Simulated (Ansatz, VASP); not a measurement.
**One calculation of Co3Sn2, two programs**

Contents of INCAR:

```
ALGO = Fast
EDIFF = 1E-6
ENCUT = 520
GGA = PS
ISIF = 2
ISMEAR = 0
ISPIN = 2
LASPH = T
LCHARG = F
LMAXMIX = 4
LORBIT = 11
LREAL = F
LWAVE = F
MAGMOM = 1.25 1.25 0.55 0 0
NBANDS = 40
NELM = 150
PREC = Accurate
SIGMA = 0.1
```

The input KPOINTS:

```
k-points
0
Gamma
  12 12 8
```

File POSCAR:

```
Co3Sn2
1.0
    4.2229921449      0.0000000000      0.0000000000
   -2.1114960725      3.6572184775      0.0000000000
    0.0000000000      0.0000000000      5.0668540000
Co Sn
3 2
Direct
    0.0000000000      0.0000000000      0.7463570000
    0.0000000000      0.0000000000      0.2536430000
    0.6666666667      0.3333333333      0.0000000000
    0.6666666667      0.3333333333      0.5000000000
    0.3333333333      0.6666666667      0.0000000000
```

Input for Ansatz:

```yaml
crystal:
  lattice:
    - [4.2229921449, 0.0, 0.0]
    - [-2.1114960725, 3.6572184775, 0.0]
    - [0.0, 0.0, 5.066854]
  atoms:
    - { symbol: Co, position: [0.0, 0.0, 0.746357], spin: 1.25 }
    - { symbol: Co, position: [0.0, 0.0, 0.253643], spin: 1.25 }
    - { symbol: Co, position: [0.6666666667, 0.3333333333, 0.0], spin: 0.55 }
    - { symbol: Sn, position: [0.6666666667, 0.3333333333, 0.5] }
    - { symbol: Sn, position: [0.3333333333, 0.6666666667, 0.0] }
basis:
  ecutwfc: 460
kpoints:
  mp_grid: { grid: [12, 12, 8] }
hamiltonian:
  xc: pbesol
scf:
  occupations: { method: gaussian, width: 0.1 }
output:
  forces: true
  stress: true
  eigenvalues: true
  populations: true
magnetization:
  spin_polarized: true
```

Alike in both runs: task single point; functional PBEsol; k mesh 12 × 12 × 8; occupations gaussian, width 0.1 eV; collinear spin.

|  | VASP | Ansatz |
| --- | --- | --- |
| version | VASP 6.6.1 | Ansatz 0.2.0 |
| potentials or method | VASP PAW PBE potentials, release 64 (Co, Sn_d), cutoff 520 eV | scalar-relativistic, plane waves, PAW |
| valence electrons in the cell | 55 | 79 |

```tsv
	VASP	Ansatz	Ansatz less VASP
gap on the k mesh at the Fermi level (eV)	none	none	-
pressure (GPa)	-6.0	-5.9	+0.07
traceless stress, the component that is largest in VASP (GPa)	-0.09	-0.18	-0.084
net moment per atom (μB)	0.51	0.52	+0.009
size of the moment on the site where the two differ most (μB)	0.05	0.02	-0.029
```

VASP's potentials were made for PBE, not for PBEsol. Site moments also hang on the region over which each program counts them. A gap of «none» marks a metal or a gap that the smearing closes. VASP's potentials hold 55 valence electrons a cell and Ansatz's 79, so a difference there can come from the potentials and not from the codes.
